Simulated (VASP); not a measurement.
Crystal: ScAl3F.

```xyz
5
Lattice="4.0626 0.0000 0.0000 -2.0313 3.5183 0.0000 0.0000 0.0000 6.3863" Properties=species:S:1:pos:R:3 pbc="T T T"
Sc    0.0000    0.0000    3.1932
Al    0.0000    0.0000    5.4344
Al    0.0000    0.0000    0.9519
Al    0.0000    2.3455    3.1932
F     2.0313    1.1728    3.1932
```

The cell was generated, and may not be a known phase.

```yaml
Program: VASP 6.6.1
Task: relaxation of cell and atoms
Functional: PBE
Potentials_or_basis: VASP PAW PBE potentials, release 64 (Sc_sv, Al, F)
Cutoff: 600 eV
k_mesh: 6 × 6 × 4
Occupations: gaussian, width 0.1 eV
Spin: no spin polarisation
```

At the start: pressure 37.2 GPa; volume 18.26 Å³/atom.

Question: How do energy, volume and symmetry change on relaxing?

Answer: Over 13 steps the energy falls by 1204.9 meV/atom and the volume is 29.72 Å³/atom (+62.8 %); space group P-6m2 (No. 187, to 0.1 Å) before and after.

The path:
```csv
step,energy change (eV),largest force (eV/Å),pressure (GPa),volume (Å³)
1,0.0000,6.9938,37.20,91.28
2,-4.9659,1.4554,-0.09,156.72
3,-5.0583,2.7190,7.11,127.97
4,-5.1333,2.1487,3.02,141.94
5,-5.1387,2.2070,3.32,140.66
6,-5.5584,1.2343,-0.97,155.12
7,-5.5840,1.0074,-1.95,159.63
8,-5.8882,0.8597,-1.47,156.38
9,-5.9757,0.2598,-0.67,153.42
10,-5.9775,0.3905,-0.81,153.86
11,-6.0199,0.0383,-0.15,149.44
12,-6.0212,0.1273,0.00,148.59
13,-6.0243,0.0060,-0.12,148.59
```

Final structure:
```xyz
5
Lattice="4.5971 0.0000 0.0000 -2.2986 3.9812 0.0000 0.0000 0.0000 8.1189" Properties=species:S:1:pos:R:3 pbc="T T T"
Sc   -2.2986    3.9812    4.0595
Al    0.0000    0.0000    6.8245
Al   -2.2986    3.9812    1.2944
Al    0.0000    2.6541    4.0595
F     2.2986    1.3271    4.0595
```

Caveat: the volume moved by over 15 % at a fixed basis, so the end points are rough.
